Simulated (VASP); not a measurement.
# AlN (P6_3/mmc) in VASP: further runs, part 2 of 2

VASP 6.6.1. Earlier steps stand in the parts before.

## Step 3: Single point, r2SCAN

POSCAR

```
AlN
1.0
    3.3121160000      0.0000000000      0.0000000000
   -1.6560580000      2.8683760000      0.0000000000
    0.0000000000      0.0000000000      4.1875630000
Al N
2 2
Direct
    0.3333333333      0.6666666667      0.7500000000
    0.6666666667      0.3333333333      0.2500000000
    0.3333333333      0.6666666667      0.2500000000
    0.6666666667      0.3333333333      0.7500000000
```

INCAR.step1

```
PREC     = Accurate       # precision mode
ENCUT    = 520            # plane-wave cutoff, eV
ISMEAR   = 0              # smearing method
SIGMA    = 0.01           # smearing width, eV
LREAL    = False          # projectors in reciprocal space
LASPH    = True           # aspherical terms in the spheres
NELM     = 60             # most SCF steps
NBANDS   = 16             # bands
GGA      = PE             # functional
ALGO     = Normal         # electronic algorithm
EDIFF    = 1E-4           # SCF threshold, eV
LWAVE    = True           # write WAVECAR
LCHARG   = False          # write CHGCAR
```

INCAR.step2

```
PREC     = Accurate       # precision mode
ENCUT    = 520            # plane-wave cutoff, eV
EDIFF    = 1E-7           # SCF threshold, eV
ISMEAR   = 0              # smearing method
SIGMA    = 0.01           # smearing width, eV
LREAL    = False          # projectors in reciprocal space
LASPH    = True           # aspherical terms in the spheres
NELM     = 60             # most SCF steps
ALGO     = Normal         # electronic algorithm
ISIF     = 2              # what is computed and relaxed
LWAVE    = False          # write WAVECAR
LCHARG   = False          # write CHGCAR
METAGGA  = R2SCAN         # meta-GGA
LMIXTAU  = True         
NBANDS   = 16             # bands
ISTART   = 1
```

KPOINTS

```
Automatic mesh
0
Gamma
  6 6 4
```

Potentials or basis: VASP PAW PBE potentials, release 64 (Al, N).

The run is started by

```sh
$ cat potpaw_PBE.64/Al/POTCAR potpaw_PBE.64/N/POTCAR > POTCAR
$ cp INCAR.step1 INCAR
$ mpirun -np 1 vasp_std > vasp.out
$ cp INCAR.step2 INCAR
$ mpirun -np 1 vasp_std > vasp.out
```

OUTCAR:

```text
PREC = Accurate
   ENCUT = 520
   EDIFF = 1E-7
   ISMEAR = 0
   LREAL = False
   LASPH = True
   NELM = 60
   ISIF = 2
   METAGGA = R2SCAN
   ISTART = 1

 ion  position               nearest neighbor table
   1  0.333  0.667  0.750-   4 1.91   4 1.91   4 1.91   3 2.09   3 2.09   2 2.84   2 2.84   2 2.84
                             2 2.84   2 2.84   2 2.84
   2  0.667  0.333  0.250-   3 1.91   3 1.91   3 1.91   4 2.09   4 2.09   1 2.84   1 2.84   1 2.84
                             1 2.84   1 2.84   1 2.84
   3  0.333  0.667  0.250-   2 1.91   2 1.91   2 1.91   1 2.09   1 2.09
   4  0.667  0.333  0.750-   1 1.91   1 1.91   1 1.91   2 2.09   2 2.09

  LATTYP: Found a hexagonal cell.
 ALAT       =     3.3121160000
 C/A-ratio  =     1.2643165276

  Lattice vectors:

 A1 = (   3.3121160000,   0.0000000000,   0.0000000000)
 A2 = (  -1.6560580000,   2.8683760000,   0.0000000000)
 A3 = (   0.0000000000,   0.0000000000,   4.1875630000)

Analysis of symmetry for initial positions (statically):
=====================================================================
 Subroutine PRICEL returns:
 Original cell was already a primitive cell.

 Routine SETGRP: Setting up the symmetry group for a
 hexagonal supercell.

 Subroutine GETGRP returns: Found 24 space group operations
 (whereof 12 operations were pure point group operations)
 out of a pool of 24 trial point group operations.

The static configuration has the point symmetry D_3d.
 The point group associated with its full space group is D_6h.

Analysis of symmetry for dynamics (positions and initial velocities):
=====================================================================
 Subroutine PRICEL returns:
 Original cell was already a primitive cell.

 Routine SETGRP: Setting up the symmetry group for a
 hexagonal supercell.

 Subroutine GETGRP returns: Found 24 space group operations
 (whereof 12 operations were pure point group operations)
 out of a pool of 24 trial point group operations.

The dynamic configuration has the point symmetry D_3d.
 The point group associated with its full space group is D_6h.

 Subroutine INISYM returns: Found 24 space group operations
 (whereof 12 operations are pure point group operations),
 and found     1 'primitive' translations

----------------------------------------------------------------------------------------

                                     Primitive cell

  volume of cell :      39.7835

  direct lattice vectors                    reciprocal lattice vectors
     3.312116000  0.000000000  0.000000000     0.301921793  0.174314664  0.000000000
    -1.656058000  2.868376000  0.000000000     0.000000000  0.348629329  0.000000000
     0.000000000  0.000000000  4.187563000     0.000000000  0.000000000  0.238802377

  length of vectors
     3.312116000  3.312115484  4.187563000     0.348629275  0.348629329  0.238802377

  position of ions in fractional coordinates (direct lattice)
     0.333333333  0.666666667  0.750000000
     0.666666667  0.333333333  0.250000000
     0.333333333  0.666666667  0.250000000
     0.666666667  0.333333333  0.750000000

  ion indices of the primitive-cell ions
   primitive index   ion index
                 1           1
[... 29 lines left out ...]

 Following reciprocal coordinates:
            Coordinates               Weight
  0.000000  0.000000  0.000000      1.000000
  0.166667 -0.000000  0.000000      6.000000
  0.333333 -0.000000  0.000000      6.000000
  0.500000 -0.000000  0.000000      3.000000
  0.166667  0.166667  0.000000      6.000000
  0.333333  0.166667  0.000000     12.000000
[... 13 lines left out ...]
  0.333333  0.166667  0.500000     12.000000
  0.333333  0.333333  0.500000      2.000000
   k-points           NKPTS =     21   k-points in BZ     NKDIM =     21   number of bands    NBANDS=     16
   number of dos      NEDOS =    301   number of ions     NIONS =      4
   total plane-waves  NPLWV =  25088
   dimension x,y,z NGX =    28 NGY =   28 NGZ =   32
   dimension x,y,z NGXF=    56 NGYF=   56 NGZF=   64
   ions per type =               2   2
   NGX,Y,Z   is equivalent  to a cutoff of  14.05, 14.05, 12.70 a.u.
   NGXF,Y,Z  is equivalent  to a cutoff of  28.11, 28.11, 25.41 a.u.
 SYSTEM =  unknown system
   PREC   = accura    normal or accurate (medium, high low for compatibility)
   ISTART =      1    job   : 0-new  1-cont  2-samecut
   ICHARG =      0    charge: 1-file 2-atom 10-const
   ISPIN  =      1    spin polarized calculation?
   LNONCOLLINEAR =      F non collinear calculations
   LSORBIT =      F    spin-orbit coupling
   LASPH  =      T    aspherical Exc in radial PAW
   ENCUT  =  520.0 eV  38.22 Ry    6.18 a.u.   6.16  6.16  7.79*2*pi/ulx,y,z
   NELM   =     60;   NELMIN=  2; NELMDL=  0     # of ELM steps
   EDIFF  = 0.1E-06   stopping-criterion for ELM
   LREAL  =      F    real-space projection
   EDIFFG = 0.1E-05   stopping-criterion for IOM
   NSW    =      0    number of steps for IOM
   IBRION =     -1    ionic relax: 0-MD 1-quasi-New 2-CG
   NFREE  =      0    steps in history (QN), initial steepest desc. (CG)
   ISIF   =      2    stress and relaxation
   ISYM   =      2    0-nonsym 1-usesym 2-fastsym
   POTIM  = 0.5000    time-step for ionic-motion
   TEBEG  =    0.0;   TEEND  =   0.0 temperature during run
   PSTRESS=    0.0 pullay stress
   NELECT =      16.0000    total number of electrons
   NUPDOWN=      -1.0000    fix difference up-down
   EMIN   =  10.00;   EMAX   =-10.00  energy-range for DOS
   EFERMI =   0.00;   METHOD = LEGACY
   ISMEAR =     0;   SIGMA  =   0.01  broadening in eV -4-tet -1-fermi 0-gaus
   EFERMI_NEDOS =   21; number of points for ismear=-14 and -15
   IALGO  =     38    algorithm
   IMIX   =      4    mixing-type and parameters
     AMIX     =   0.40;   BMIX     =  1.00
     AMIX_MAG =   1.60;   BMIX_MAG =  1.00
  volume/ion in A,a.u.               =       9.95        67.12
  Fermi-wavevector in a.u.,A,eV,Ry     =   1.208409  2.283561 19.867928  1.460252
  Thomas-Fermi vector in A             =   2.344017
   LORBIT       =      0    0 simple, 1 ext, 2 COOP (PROOUT), +10 PAW based schemes
   METAGGA = R2SCAN    functional components
   LHFCALC =     F    Hartree Fock is set to
   AEXX    =    0.0000 exact exchange contribution
   IVDW    =     0    specifies the selected vdW correction
   LEPSILON=     F    determine dielectric tensor
   LRPA    =     F    only Hartree local field effects (RPA)
 non-spin polarized calculation
 Gauss-broadening in eV      SIGMA  =   0.01
  energy-cutoff  :      520.00
  volume of cell :       39.78
 maximum number of plane-waves:      1080
 NGX is ok and might be reduce to    28
   NGX = 13   NGY = 13   NGZ = 15

 number of electron      15.9999999 magnetization

 Free energy of the ion-electron system (eV)
  ---------------------------------------------------
  ext. energy  EPLUGINS =         0.00000000
  ---------------------------------------------------
  free energy    TOTEN  =       -37.99321637 eV

  energy without entropy =      -37.99321637  energy(sigma->0) =      -37.99321637

 E-fermi :   7.8138     XC(G=0): -11.6964

 val. band max:        7.7662271113   @ k =   0.0000   0.0000   0.0000
 cond. band min:      11.6227809781   @ k =   0.0000   0.0000   0.0000
 fundamental gap:      3.8565538668
 Fermi energy:         7.8138458407

 k-point     1 :       0.0000    0.0000    0.0000
  band No.  band energies     occupation
      1      -9.8876      2.00000
      2      -6.2721      2.00000
      3       0.7033      2.00000
      4       4.3518      2.00000
      5       4.3518      2.00000
      6       6.0617      2.00000
[... 376 lines left out ...]
      3       0.7871      2.00000
      4       0.7871      2.00000
      5       2.5169      2.00000
      6       2.5169      2.00000
[... 8 lines left out ...]
     15      21.4195      0.00000
     16      21.4195      0.00000

------------------------ aborting loop because EDIFF is reached ----------------------------------------

  FORCE on cell =-STRESS in cart. coord.  units (eV):
  Direction    XX          YY          ZZ          XY          YZ          ZX
  --------------------------------------------------------------------------------------
  -------------------------------------------------------------------------------------
  Total       -1.3479147     -1.3479142     -1.4784780      0.0000000      0.0000000      0.0000000
  in kB      -54.2837741    -54.2837515    -59.5418721      0.0000000      0.0000000      0.0000000
  external PRESSURE =     -56.0364659 kB  Pullay stress =       0.0000000 kB

 VOLUME and BASIS-vectors are now :
 -----------------------------------------------------------------------------
  energy-cutoff  :      520.00
  volume of cell :       39.78
      direct lattice vectors                 reciprocal lattice vectors
     3.312116000  0.000000000  0.000000000     0.301921793  0.174314664  0.000000000
    -1.656058000  2.868376000  0.000000000     0.000000000  0.348629329  0.000000000
     0.000000000  0.000000000  4.187563000     0.000000000  0.000000000  0.238802377

 POSITION                                       TOTAL-FORCE (eV/Angst)
 -----------------------------------------------------------------------------------
     -0.00000      1.91225      3.14067        -0.000000      0.000000      0.000000
      1.65606      0.95613      1.04689         0.000000     -0.000000      0.000000
     -0.00000      1.91225      1.04689        -0.000000      0.000000      0.000000
      1.65606      0.95613      3.14067         0.000000      0.000000      0.000000
 -----------------------------------------------------------------------------------
    total drift:                               -0.000000     -0.000000     -0.000000

  FREE ENERGIE OF THE ION-ELECTRON SYSTEM (eV)
  ---------------------------------------------------
  free  energy   TOTEN  =       -37.9932163662 eV

  energy  without entropy=      -37.9932163662  energy(sigma->0) =      -37.99321637
```

Run time: 85 s. Hardware: 1 thread of Intel Xeon 8259CL, shared host; peak memory 0.16 GiB.

Results:

```yaml
Free_energy: -37.9932 eV
Pressure: -5.6 GPa
Band_gap_on_the_k_mesh: 3.86 eV
```

Caveat: the cell stands under tension; the PAW data sets were made with another functional, which shifts forces and pressure a little.

## Step 4: Single point, r2SCAN

POSCAR is that of step 3.

INCAR.step1

```
SYSTEM = AlN
  PREC = Accurate
  ENCUT = 520
  ISMEAR = 0
  SIGMA = 0.01
  LREAL = .False.
  LASPH = .True.
  NELM = 80
  NBANDS = 16
  GGA = PE
  ALGO = Normal
  EDIFF = 1E-4
  LWAVE = .True.
  LCHARG = .False.
```

INCAR.step2

```
SYSTEM = AlN
  PREC = Accurate
  ENCUT = 520
  EDIFF = 1E-6
  ISMEAR = 0
  SIGMA = 0.01
  LREAL = .False.
  LASPH = .True.
  NELM = 80
  ALGO = Normal
  ISIF = 2
  LWAVE = .False.
  LCHARG = .True.
  METAGGA = R2SCAN
  LMIXTAU = .True.
  LELF = .True.
  LVHAR = .True.
  NBANDS = 16
  ISTART = 1
```

KPOINTS

```
regular mesh
0
Gamma
  12 12 6
  0 0 0
```

The run is started by

```sh
$ cat potpaw_PBE.64/Al/POTCAR potpaw_PBE.64/N/POTCAR > POTCAR
$ cp INCAR.step1 INCAR
$ mpirun -np 1 vasp_std > vasp.out
$ cp INCAR.step2 INCAR
$ mpirun -np 1 vasp_std > vasp.out
```

Run time: 4 min. Hardware: 1 thread of Intel Xeon 8259CL, shared host; peak memory 0.19 GiB.

It converged, with:

```yaml
Free_energy: -37.9934 eV
Pressure: -5.6 GPa
Band_gap_on_the_k_mesh: 3.86 eV
```

Stress tensor (GPa, compression positive):
```
-5.43  0.00  0.00
 0.00 -5.43  0.00
 0.00  0.00 -5.96
```

Levels at points of the mesh, in eV from the valence-band top:
```tsv
k point	band 4	band 5	band 6	band 7	band 8	band 9	band 10	band 11	band 12	band 13
(0.00, 0.00, 0.00)	-3.41	-3.41	-1.70	-1.70	0.00	3.86	5.20	9.03	9.03	12.13
(0.50, 0.00, 0.00)	-4.87	-4.64	-4.40	-2.95	-1.52	4.54	7.85	7.86	9.86	10.29
(0.00, 0.00, 0.50)	-3.85	-2.60	-2.60	-2.60	-2.60	6.32	6.32	9.18	9.18	9.18
(0.50, 0.00, 0.50)	-7.39	-3.36	-3.36	-1.80	-1.80	5.70	5.70	10.10	10.10	12.50
```

Caveat: the cell stands under tension; the PAW data sets were made with another functional, which shifts forces and pressure a little. A k mesh can miss the band edges.

## Step 5: Single point, r2SCAN

POSCAR is that of step 4.

INCAR.step1

```
SYSTEM = AlN
ALGO = Normal
EDIFF = 1E-4
ENCUT = 520
GGA = PE
ISMEAR = 0
LASPH = .TRUE.
LCHARG = .FALSE.
LREAL = .FALSE.
LWAVE = .TRUE.
NBANDS = 16
NELM = 100
PREC = Accurate
SIGMA = 0.01
```

INCAR.step2

```
SYSTEM = AlN
ALGO = Normal
EDIFF = 1E-6
ENCUT = 520
ISIF = 2
ISMEAR = 0
ISTART = 1
LASPH = .TRUE.
LCHARG = .FALSE.
LMIXTAU = .TRUE.
LREAL = .FALSE.
LWAVE = .FALSE.
METAGGA = R2SCAN
NBANDS = 16
NELM = 100
PREC = Accurate
SIGMA = 0.01
```

KPOINTS

```
k-points
0
G
  12 12 8
  0 0 0
```

The run is started by

```sh
$ cat potpaw_PBE.64/Al/POTCAR potpaw_PBE.64/N/POTCAR > POTCAR
$ cp INCAR.step1 INCAR
$ mpirun -np 1 vasp_std > vasp.out
$ cp INCAR.step2 INCAR
$ mpirun -np 1 vasp_std > vasp.out
```

Run time: 4.8 min. Hardware: 1 thread of Intel Xeon 8259CL, shared host; peak memory 0.2 GiB.

The run converged. Its results:

```
Free energy            : -37.9934 eV
Pressure               : -5.6 GPa
Band gap on the k mesh : 3.86 eV
```

Stress tensor (GPa, compression positive):
```
-5.43  0.00  0.00
 0.00 -5.43  0.00
 0.00  0.00 -5.96
```

Levels at points of the mesh, in eV from the valence-band top:
```
           k point  band 4  band 5  band 6  band 7  band 8  band 9  band 10  band 11  band 12  band 13
(0.00, 0.00, 0.00)   -3.41   -3.41   -1.70   -1.70    0.00    3.86     5.20     9.03     9.03    12.13
(0.50, 0.00, 0.00)   -4.87   -4.64   -4.40   -2.95   -1.52    4.54     7.85     7.86     9.86    10.29
(0.00, 0.00, 0.50)   -3.85   -2.60   -2.60   -2.60   -2.60    6.32     6.32     9.18     9.18     9.18
(0.50, 0.00, 0.50)   -7.39   -3.36   -3.36   -1.80   -1.80    5.70     5.70    10.10    10.10    12.50
```

Caveat: the cell stands under tension; the PAW data sets were made with another functional, which shifts forces and pressure a little.

## Step 6: Summary

| k mesh | gap on the mesh (eV) | pressure (GPa) |
| --- | --- | --- |
| 3 × 3 × 2 | 3.85 | -5.7 |
| 6 × 6 × 4 | 3.86 | -5.6 |
| 12 × 12 × 6 | 3.86 | -5.6 |
| 12 × 12 × 8 | 3.86 | -5.6 |

Alike in all rows: task single point; level r2SCAN; potentials or basis VASP PAW PBE potentials, release 64 (Al, N); no spin polarisation; cell as given; cutoff (eV) 520; smearing gaussian 0.01 eV.

Caveats: some runs use coarse meshes; the PAW data sets were made with another functional, which shifts forces and pressure a little; the cell stands under tension (at least some runs).

Total energies depend on the potentials used, so only differences within one code and one set of settings carry meaning.
